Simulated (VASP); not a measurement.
Wanted: the native input for a VASP 6.6.1 run.

| Property | Result |
| --- | --- |
| Task | single point |
| Functional | PBE |
| Potentials or basis | VASP PAW PBE potentials, release 64 (Co, Si) |
| Cutoff | 520 eV |
| k mesh | 14 × 14 × 14 |
| Occupations | fermi-dirac, width 0.03 eV |
| Spin | collinear spin, ferromagnetic start |
| Starting moments | [2.0, 0.0] μB |
| Dipole correction | no |
| Further INCAR settings | ALGO = Normal; EDIFF = 1e-06; NBANDS = 18 |

The structure of CoSi lies in POSCAR:

```
CoSi
1.0
    2.7813340000      0.0000000000      0.0000000000
    0.0000000000      2.7813340000      0.0000000000
    0.0000000000      0.0000000000      2.7813340000
Co Si
1 1
Direct
    0.0000000000      0.0000000000      0.0000000000
    0.5000000000      0.5000000000      0.5000000000
```

The input as run:

INCAR

```
PREC = Accurate
ENCUT = 520
EDIFF = 1E-6
ISMEAR = -1
SIGMA = 0.03
LREAL = F
LASPH = T
NELM = 150
ALGO = Normal
ISIF = 2
LWAVE = F
LCHARG = F
ISPIN = 2
MAGMOM = 2 0
LORBIT = 11
LMAXMIX = 4
GGA = PE
NBANDS = 18
```

KPOINTS

```
regular mesh
0
Gamma
  14 14 14
```

Potentials or basis: VASP PAW PBE potentials, release 64 (Co, Si).

Launch:

```console
$ cat potpaw_PBE.64/Co/POTCAR potpaw_PBE.64/Si/POTCAR > POTCAR
$ mpirun -np 1 vasp_std > vasp.out
```

Results of the run:

The pressure is 0.7 GPa, the net moment is 0.60 μB per cell and the site moments are Co +0.59; Si +0.01 μB. The valence electrons inside the program's atomic spheres are Co 8.61; Si 1.57.

Wall time 26 s on 1 thread of Intel(R) Xeon(R) 6975P-C (Granite Rapids) (shared host), peak memory 0.2 GiB.
